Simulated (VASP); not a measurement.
Write the native input for VASP 6.6.1 that does the following.

- Task: single point
- Functional: r2SCAN
- Potentials or basis: VASP PAW PBE potentials, release 64 (Cd, S)
- Cutoff: 550 eV
- k mesh: 6 × 6 × 6
- Occupations: fermi-dirac, width 0.001 eV
- Spin: no spin polarisation
- Dipole correction: no
- Further INCAR settings: ALGO = Normal; EDIFF = 1e-06; NBANDS = 16

The system is CdS.

```
Cd S
1.0
     0.00000    2.93921    2.93921
     2.93921    0.00000    2.93921
     2.93921    2.93921    0.00000
Cd S
1 1
Cartesian
  0.0000 0.0000 0.0000
  1.4696 1.4696 1.4696
```

The input as run:

POSCAR

```
CdS
1.0
    0.0000000000      2.9392138883      2.9392138883
    2.9392138883      0.0000000000      2.9392138883
    2.9392138883      2.9392138883      0.0000000000
Cd S
1 1
Direct
    0.0000000000      0.0000000000      0.0000000000
    0.2500000000      0.2500000000      0.2500000000
```

INCAR.step1

```
SYSTEM = CdS
ALGO = Normal
EDIFF = 1E-5
ENCUT = 550
GGA = PE
GGA_COMPAT = .False.
ISMEAR = -1
LASPH = .True.
LCHARG = .False.
LREAL = .False.
LWAVE = .True.
NBANDS = 16
NELM = 120
PREC = Accurate
SIGMA = 0.001
```

INCAR.step2

```
SYSTEM = CdS
ALGO = Normal
EDIFF = 1E-6
ENCUT = 550
GGA_COMPAT = .False.
ISIF = 2
ISMEAR = -1
ISTART = 1
LASPH = .True.
LCHARG = .False.
LMIXTAU = .True.
LREAL = .False.
LWAVE = .False.
METAGGA = R2SCAN
NBANDS = 16
NELM = 120
PREC = Accurate
SIGMA = 0.001
```

KPOINTS

```
k-points
0
Gamma
  6 6 6
  0 0 0
```

Potentials or basis: VASP PAW PBE potentials, release 64 (Cd, S).

Command:

```sh
$ cat potpaw_PBE.64/Cd/POTCAR potpaw_PBE.64/S/POTCAR > POTCAR
$ cp INCAR.step1 INCAR
$ mpirun -np 1 vasp_std > vasp.out
$ cp INCAR.step2 INCAR
$ mpirun -np 1 vasp_std > vasp.out
```

It gave:

The pressure is 0.3 GPa. The band gap on the k mesh is 1.54 eV.

Caveat: the PAW data sets were made with another functional, which shifts forces and pressure a little.

Run time: 45 s on 1 thread of Intel(R) Xeon(R) 6975P-C (Granite Rapids), with other jobs on the host, peak memory 0.18 GiB.
